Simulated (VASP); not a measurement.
Runs of VASP 6.6.1 on BAs. The structure is that of space group I-4m2 (No. 119), or close to it. The cells are those of the table. 

```csv
cell,gap on the mesh (eV),pressure (GPa)
"a = 3.316, b = 3.316, c = 3.513 Å, angles 58.0, 58.0, 64.0°, 2 atoms",none,3.9
"a = 3.451, b = 3.451, c = 3.648 Å, angles 58.1, 58.1, 63.8°, 2 atoms",none,-9.7
"a = 3.389, b = 3.389, c = 3.648 Å, angles 57.4, 57.4, 65.1°, 2 atoms",none,-5.8
"a = 3.446, b = 3.446, c = 3.513 Å, angles 59.4, 59.4, 61.3°, 2 atoms",0.70,-6.3
"a = 3.516, b = 3.516, c = 3.648 Å, angles 58.7, 58.7, 62.5°, 2 atoms",(b),-12.9
"a = 3.311, b = 3.311, c = 3.378 Å, angles 59.3, 59.3, 61.3°, 2 atoms",0.51,9.9
"a = 3.389, b = 3.389, c = 3.108 Å, angles 62.7, 62.7, 54.6°, 2 atoms",none,(a)
"a = 3.581, b = 3.581, c = 3.648 Å, angles 59.4, 59.4, 61.2°, 2 atoms",0.87,-15.5
"a = 3.516, b = 3.516, c = 3.378 Å, angles 61.3, 61.3, 57.4°, 2 atoms",0.70,-6.1
"a = 3.381, b = 3.381, c = 3.513 Å, angles 58.7, 58.7, 62.6°, 2 atoms",0.09,-1.7
"a = 3.176, b = 3.176, c = 3.243 Å, angles 59.3, 59.3, 61.4°, 2 atoms",0.30,36.8
"a = 3.246, b = 3.246, c = 3.108 Å, angles 61.4, 61.4, 57.2°, 2 atoms",0.30,37.1
```

Alike in all rows: task single point; level PBE; potentials or basis VASP PAW PBE potentials, release 64 (B, As); no spin polarisation; k mesh 10 × 10 × 10; cutoff (eV) 520; smearing gaussian 0.05 eV.

Question: Estimate the missing entries.

Answer: (a) 18.7; (b) 0.33.

A k mesh can miss the band edges, and the runs leave out spin-orbit coupling on As.

A gap of «none» marks levels without a gap at the run's occupations.
